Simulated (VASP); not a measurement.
# W (I4/mmm) in VASP: further runs, part 2 of 2

VASP 6.6.1.

## Step 4: Single point, PBE (strain +0.050 along x and y, -0.050 along z)

File INCAR:

```
  ALGO = Fast
  EDIFF = 1E-6
  ENCUT = 520
  GGA = PE
  ISIF = 2
  ISMEAR = 0
  LASPH = True
  LCHARG = False
  LREAL = False
  LWAVE = False
  NBANDS = 13
  NELM = 80
  PREC = Accurate
  SIGMA = 0.15
```

File KPOINTS:

```
k-points
0
Gamma
  20 20 20
```

File POSCAR:

```
W
1.0
   -1.6771650000      1.6771650000      1.5174350000
    1.6771650000     -1.6771650000      1.5174350000
    1.6771650000      1.6771650000     -1.5174350000
W
1
Direct
    0.0000000000      0.0000000000      0.0000000000
```

Potentials or basis: VASP PAW PBE potentials, release 64 (W_sv).

Command:

```console
cat potpaw_PBE.64/W_sv/POTCAR > POTCAR
mpirun -np 1 vasp_std > vasp.out
```

OUTCAR:

```text
EDIFF = 1E-6
   ENCUT = 520
   GGA = PE
   ISIF = 2
   ISMEAR = 0
   LASPH = True
   LREAL = False
   NELM = 80
   PREC = Accurate

 ion  position               nearest neighbor table
   1  0.000  0.000  0.000-

  LATTYP: Found a body centered tetragonal cell.
 ALAT       =     3.3543300000
 C/A-ratio  =     0.9047619048

  Lattice vectors:

 A1 = (  -1.6771650000,   1.6771650000,   1.5174350000)
 A2 = (   1.6771650000,  -1.6771650000,   1.5174350000)
 A3 = (   1.6771650000,   1.6771650000,  -1.5174350000)

Analysis of symmetry for initial positions (statically):
=====================================================================
 Subroutine PRICEL returns:
 Original cell was already a primitive cell.

 Routine SETGRP: Setting up the symmetry group for a
 body centered tetragonal supercell.

 Subroutine GETGRP returns: Found 16 space group operations
 (whereof 16 operations were pure point group operations)
 out of a pool of 16 trial point group operations.

The static configuration has the point symmetry D_4h.

Analysis of symmetry for dynamics (positions and initial velocities):
=====================================================================
 Subroutine PRICEL returns:
 Original cell was already a primitive cell.

 Routine SETGRP: Setting up the symmetry group for a
 body centered tetragonal supercell.

 Subroutine GETGRP returns: Found 16 space group operations
 (whereof 16 operations were pure point group operations)
 out of a pool of 16 trial point group operations.

The dynamic configuration has the point symmetry D_4h.

 Subroutine INISYM returns: Found 16 space group operations
 (whereof 16 operations are pure point group operations),
 and found     1 'primitive' translations

----------------------------------------------------------------------------------------

                                     Primitive cell

  volume of cell :      17.0735

  direct lattice vectors                    reciprocal lattice vectors
    -1.677165000  1.677165000  1.517435000     0.000000000  0.298122129  0.329503405
     1.677165000 -1.677165000  1.517435000     0.298122129  0.000000000  0.329503405
     1.677165000  1.677165000 -1.517435000     0.298122129  0.298122129  0.000000000

  length of vectors
     2.815736823  2.815736823  2.815736823     0.444352673  0.444352673  0.421608358

  position of ions in fractional coordinates (direct lattice)
     0.000000000  0.000000000  0.000000000

  ion indices of the primitive-cell ions
   primitive index   ion index
                 1           1

----------------------------------------------------------------------------------------

 KPOINTS: k-points

Automatic generation of k-mesh.
 Grid dimensions read from file:
 generate k-points for:   20   20   20

 Generating k-lattice:

  Cartesian coordinates                     Fractional coordinates (reciprocal lattice)
     0.000000000  0.014906106  0.016475170     0.050000000 -0.000000000  0.000000000
     0.014906106  0.000000000  0.016475170    -0.000000000  0.050000000  0.000000000
     0.014906106  0.014906106  0.000000000     0.000000000  0.000000000  0.050000000

  Length of vectors
     0.022217634  0.022217634  0.021080418

  Shift w.r.t. Gamma in fractional coordinates (k-lattice)
     0.000000000  0.000000000  0.000000000

 Subroutine IBZKPT returns following result:
 ===========================================

 Found    641 irreducible k-points:

 Following reciprocal coordinates:
            Coordinates               Weight
  0.000000  0.000000  0.000000      1.000000
  0.050000  0.000000  0.000000      8.000000
  0.100000 -0.000000  0.000000      8.000000
  0.150000 -0.000000  0.000000      8.000000
  0.200000 -0.000000  0.000000      8.000000
  0.250000 -0.000000  0.000000      8.000000
[... 16 lines left out ...]
 -0.400000  0.050000  0.000000     16.000000
 -0.350000  0.050000 -0.000000     16.000000
 [... further k-points ...]
   k-points           NKPTS =    641   k-points in BZ     NKDIM =    641   number of bands    NBANDS=     13
   number of dos      NEDOS =    301   number of ions     NIONS =      1
   total plane-waves  NPLWV =  13824
   dimension x,y,z NGX =    24 NGY =   24 NGZ =   24
   dimension x,y,z NGXF=    48 NGYF=   48 NGZF=   48
   ions per type =               1
   NGX,Y,Z   is equivalent  to a cutoff of  14.17, 14.17, 14.17 a.u.
   NGXF,Y,Z  is equivalent  to a cutoff of  28.34, 28.34, 28.34 a.u.
 SYSTEM =  unknown system
   PREC   = accura    normal or accurate (medium, high low for compatibility)
   ISTART =      0    job   : 0-new  1-cont  2-samecut
   ICHARG =      2    charge: 1-file 2-atom 10-const
   ISPIN  =      1    spin polarized calculation?
   LNONCOLLINEAR =      F non collinear calculations
   LSORBIT =      F    spin-orbit coupling
   LASPH  =      T    aspherical Exc in radial PAW
   ENCUT  =  520.0 eV  38.22 Ry    6.18 a.u.   5.24  5.24  5.24*2*pi/ulx,y,z
   NELM   =     80;   NELMIN=  2; NELMDL= -5     # of ELM steps
   EDIFF  = 0.1E-05   stopping-criterion for ELM
   LREAL  =      F    real-space projection
   EDIFFG = 0.1E-04   stopping-criterion for IOM
   NSW    =      0    number of steps for IOM
   IBRION =     -1    ionic relax: 0-MD 1-quasi-New 2-CG
   NFREE  =      0    steps in history (QN), initial steepest desc. (CG)
   ISIF   =      2    stress and relaxation
   ISYM   =      2    0-nonsym 1-usesym 2-fastsym
   POTIM  = 0.5000    time-step for ionic-motion
   TEBEG  =    0.0;   TEEND  =   0.0 temperature during run
   PSTRESS=    0.0 pullay stress
   NELECT =      14.0000    total number of electrons
   NUPDOWN=      -1.0000    fix difference up-down
   EMIN   =  10.00;   EMAX   =-10.00  energy-range for DOS
   EFERMI =   0.00;   METHOD = LEGACY
   ISMEAR =     0;   SIGMA  =   0.15  broadening in eV -4-tet -1-fermi 0-gaus
   EFERMI_NEDOS =   21; number of points for ismear=-14 and -15
   IALGO  =     68    algorithm
   IMIX   =      4    mixing-type and parameters
     AMIX     =   0.40;   BMIX     =  1.00
     AMIX_MAG =   1.60;   BMIX_MAG =  1.00
  volume/ion in A,a.u.               =      17.07       115.22
  Fermi-wavevector in a.u.,A,eV,Ry     =   1.532299  2.895626 31.945681  2.347941
  Thomas-Fermi vector in A             =   2.639525
   LORBIT       =      0    0 simple, 1 ext, 2 COOP (PROOUT), +10 PAW based schemes
   GGA     = PE    functional components
   LHFCALC =     F    Hartree Fock is set to
   AEXX    =    0.0000 exact exchange contribution
   IVDW    =     0    specifies the selected vdW correction
   LEPSILON=     F    determine dielectric tensor
   LRPA    =     F    only Hartree local field effects (RPA)
 non-spin polarized calculation
 RMM-DIIS sequential band-by-band and
 Gauss-broadening in eV      SIGMA  =   0.15
  energy-cutoff  :      520.00
  volume of cell :       17.07
 maximum number of plane-waves:       477
 NGX is ok and might be reduce to    24
   NGX = 11   NGY = 11   NGZ = 11

 number of electron      14.0000001 magnetization

 Free energy of the ion-electron system (eV)
  ---------------------------------------------------
  ext. energy  EPLUGINS =         0.00000000
  ---------------------------------------------------
  free energy    TOTEN  =       -12.81505323 eV

  energy without entropy =      -12.80956155  energy(sigma->0) =      -12.81230739

 E-fermi :  10.3909     XC(G=0): -13.2223

 val. band max:       10.3881654413   @ k =   0.5000   0.5000   0.0000
 cond. band min:      10.3917530752   @ k =  -0.4500   0.4500   0.1500
 fundamental gap:      0.0035876339
 Fermi energy:        10.3909335485

 k-point     1 :       0.0000    0.0000    0.0000
  band No.  band energies     occupation
      1     -63.8819      2.00000
      2     -27.5640      2.00000
      3     -27.5639      2.00000
      4     -27.4931      2.00000
      5       1.1792      2.00000
      6       8.5259      2.00000
      7       9.8157      2.00000
      8       9.8157      2.00000
      9      11.5390      0.00000
     10      13.2111      0.00000
     11      24.2058      0.00000
     12      24.2058      0.00000
     13      26.1577      0.00000
[... 353 lines left out ...]
 k-point    24 :      -0.3500    0.0500   -0.0000
  band No.  band energies     occupation
      1     -63.8087      2.00000
      2     -28.2667      2.00000
      3     -27.8195      2.00000
      4     -27.5747      2.00000
      5       4.4240      2.00000
      6       7.3730      2.00000
      7       8.9016      2.00000
      8      12.4923      0.00000
      9      12.7906      0.00000
     10      13.4270      0.00000
     11      22.8676      0.00000
     12      25.3898      0.00000
     13      28.9534      0.00000

 [... further k-points ...]

------------------------ aborting loop because EDIFF is reached ----------------------------------------

  FORCE on cell =-STRESS in cart. coord.  units (eV):
  Direction    XX          YY          ZZ          XY          YZ          ZX
  --------------------------------------------------------------------------------------
  -------------------------------------------------------------------------------------
  Total       -2.4055087     -2.4055087      0.5257248      0.0000000      0.0000000     -0.0000000
  in kB     -225.7334126   -225.7334126     49.3341178      0.0000000      0.0000000     -0.0000000
  external PRESSURE =    -134.0442358 kB  Pullay stress =       0.0000000 kB

 VOLUME and BASIS-vectors are now :
 -----------------------------------------------------------------------------
  energy-cutoff  :      520.00
  volume of cell :       17.07
      direct lattice vectors                 reciprocal lattice vectors
    -1.677165000  1.677165000  1.517435000     0.000000000  0.298122129  0.329503405
     1.677165000 -1.677165000  1.517435000     0.298122129  0.000000000  0.329503405
     1.677165000  1.677165000 -1.517435000     0.298122129  0.298122129  0.000000000

 POSITION                                       TOTAL-FORCE (eV/Angst)
 -----------------------------------------------------------------------------------
      0.00000      0.00000      0.00000         0.000000      0.000000      0.000000
 -----------------------------------------------------------------------------------
    total drift:                               -0.000000      0.000000      0.000000

  FREE ENERGIE OF THE ION-ELECTRON SYSTEM (eV)
  ---------------------------------------------------
  free  energy   TOTEN  =       -12.8150532326 eV

  energy  without entropy=      -12.8095615524  energy(sigma->0) =      -12.81230739
```

stdout:

```text
POSCAR found type information on POSCAR W
 POSCAR found :  1 types and       1 ions
 scaLAPACK will be used
 LDA part: xc-table for (Slater+PW92), standard interpolation
 POSCAR, INCAR and KPOINTS ok, starting setup
 FFT: planning ... GRIDC
 FFT: planning ... GRID_SOFT
 FFT: planning ... GRID
 WAVECAR not read
 entering main loop
WARNING in EDDRMM: call to ZHEGV failed, returncode =   8  4     13
```

Wall time 2.4 min (1 thread of Intel Xeon 8259CL, shared host); peak memory 0.25 GiB.

Results:

```
Free energy            : -12.8151 eV
Pressure               : -13.4 GPa
Band gap on the k mesh : zero (bands 7 and 8 overlap by 5.55 eV)
```

Levels at points of the mesh, in eV from the Fermi level:
```csv
k point,band 5,band 6,band 7,band 8,band 9,band 10
"(0.00, 0.00, 0.00)",-9.21,-1.87,-0.58,-0.58,1.15,2.82
"(0.50, 0.00, 0.00)",-5.77,-3.58,0.76,1.93,3.72,5.47
"(0.50, 0.50, 0.00)",-5.86,-2.27,0.00,0.86,2.32,5.34
"(0.50, 0.50, 0.50)",-5.37,-5.15,4.57,4.57,4.93,6.81
```

Caveat: the cell differs from its parent crystal (strain +0.050 along x and y, -0.050 along z); the cell stands under tension; spin-orbit coupling is left out, which moves the levels of the heavy elements.

## Step 5: Single point, PBE (strain +0.050 along x and y, -0.025 along z)

File INCAR:

```
SYSTEM = W
ALGO = Fast
EDIFF = 1E-6
ENCUT = 520
GGA = PE
ISIF = 2
ISMEAR = 0
LASPH = .True.
LCHARG = .False.
LREAL = .False.
LWAVE = .False.
NBANDS = 13
NELM = 60
PREC = Accurate
SIGMA = 0.15
```

File KPOINTS:

```
k-points
0
Gamma
  20 20 20
  0 0 0
```

File POSCAR:

```
W
1.0
   -1.6771650000      1.6771650000      1.5573675000
    1.6771650000     -1.6771650000      1.5573675000
    1.6771650000      1.6771650000     -1.5573675000
W
1
Direct
    0.0000000000      0.0000000000      0.0000000000
```

Command:

```console
cat potpaw_PBE.64/W_sv/POTCAR > POTCAR
mpirun -np 1 vasp_std > vasp.out
```

Run time: 2.7 min. Hardware: 1 thread of Intel Xeon 8259CL, shared host; peak memory 0.26 GiB.

Results (log left out):

```yaml
Free_energy: -12.8120 eV
Pressure: -20.0 GPa
Band_gap_on_the_k_mesh: zero (bands 7 and 8 overlap by 5.39 eV)
```

Stress tensor (GPa, compression positive):
```
-26.49   0.00   0.00
  0.00 -26.49   0.00
  0.00   0.00  -7.00
```

Levels at points of the mesh, in eV from the Fermi level:
| k point | band 4 | band 5 | band 6 | band 7 | band 8 | band 9 | band 10 | band 11 |
| --- | --- | --- | --- | --- | --- | --- | --- | --- |
| (0.00, 0.00, 0.00) | -37.98 | -9.07 | -1.63 | -0.72 | -0.72 | 1.37 | 2.55 | 13.87 |
| (0.50, 0.00, 0.00) | -38.04 | -5.63 | -3.39 | 0.59 | 1.91 | 3.29 | 5.29 | 9.71 |
| (0.50, 0.50, 0.00) | -38.00 | -5.70 | -2.46 | 0.05 | 1.09 | 2.35 | 5.17 | 9.20 |
| (0.50, 0.50, 0.50) | -38.54 | -5.16 | -5.00 | 4.40 | 4.40 | 4.66 | 6.84 | 6.84 |

Caveat: the cell differs from its parent crystal (strain +0.050 along x and y, -0.025 along z); the cell stands under tension; spin-orbit coupling is left out, which moves the levels of the heavy elements.

## Step 6: Summary

| cell | gap on the mesh (eV) | pressure (GPa) |
| --- | --- | --- |
| a = 2.768 Å, angles 111.5, 111.5, 105.4°, 1 atom | none | -1.3 |
| a = 2.768 Å, angles 107.5, 107.5, 113.5°, 1 atom | none | -1.1 |
| a = 2.816 Å, angles 106.9, 106.9, 114.8°, 1 atom | none | -13.4 |
| a = 2.837 Å, angles 107.5, 107.5, 113.4°, 1 atom | none | -20.0 |

Alike in all rows: task single point; level PBE; potentials or basis VASP PAW PBE potentials, release 64 (W_sv); no spin polarisation; k mesh 20 × 20 × 20; cutoff (eV) 520; smearing gaussian 0.15 eV.

Caveats: spin-orbit coupling is left out, which moves the levels of the heavy elements; the cell stands under tension (at least some runs).

Total energies depend on the potentials used, so only differences within one code and one set of settings carry meaning.
